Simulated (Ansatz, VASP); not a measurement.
# TaN in VASP and in Ansatz

```
CELL_PARAMETERS angstrom
0.00000 2.20886 2.20886
2.20886 0.00000 2.20886
2.20886 2.20886 0.00000
ATOMIC_POSITIONS crystal
Ta 0.50000 0.50000 0.50000
N 0.00000 0.00000 0.00000
```

Alike in both runs: functional PBE; k mesh 11 × 11 × 11; occupations fermi-dirac, width 0.02 eV; no spin polarisation.

Ansatz relaxed the structure, and its values are those at the end. VASP's run is a single point on that final structure, the one shown.

```csv
,VASP,Ansatz
version,VASP 6.6.1,Ansatz 0.2.0
potentials or method,"VASP PAW PBE potentials, release 64 (Ta_pv, N), cutoff 520 eV","all-electron LAPW, scalar-relativistic"
```

Ansatz gave:

- pressure (GPa): 0.0

Which values does VASP return?

Pressure (GPa): 0.6.

Ansatz ran all-electron here, and VASP with PAW potentials.

Spin-orbit coupling is off throughout.
